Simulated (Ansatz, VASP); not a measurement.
**Two plane-wave programs on AlCo**

```
Al Co
1.0
     2.79425    0.00000    0.00000
     0.00000    2.79425    0.00000
     0.00000    0.00000    2.79425
Al Co
1 1
Direct
  0.00000 0.00000 0.00000
  0.50000 0.50000 0.50000
```

Alike in both runs: task single point; functional LDA; k mesh 12 × 12 × 12; occupations fermi-dirac, width 0.08 eV; no spin polarisation.

|  | VASP | Ansatz |
| --- | --- | --- |
| version | VASP 6.6.1 | Ansatz 0.2.0 |
| potentials or method | VASP PAW LDA potentials, release 64 (Al, Co) | PAW with Ansatz's default frozen-core files, scalar-relativistic |
| plane-wave cutoff (eV) | 520 | 420 |
| valence electrons in the cell | 12 | 20 |

```tsv
	VASP	Ansatz	Ansatz less VASP
pressure (GPa)	0.3	0.0	-0.33
```

LDA's correlation is that of Perdew and Zunger in VASP and of Perdew and Wang (1992) in Ansatz. VASP's potentials hold 12 valence electrons a cell and Ansatz's 20, so a difference there can come from the potentials and not from the codes. Ansatz's warnings: optics on partly filled bands.
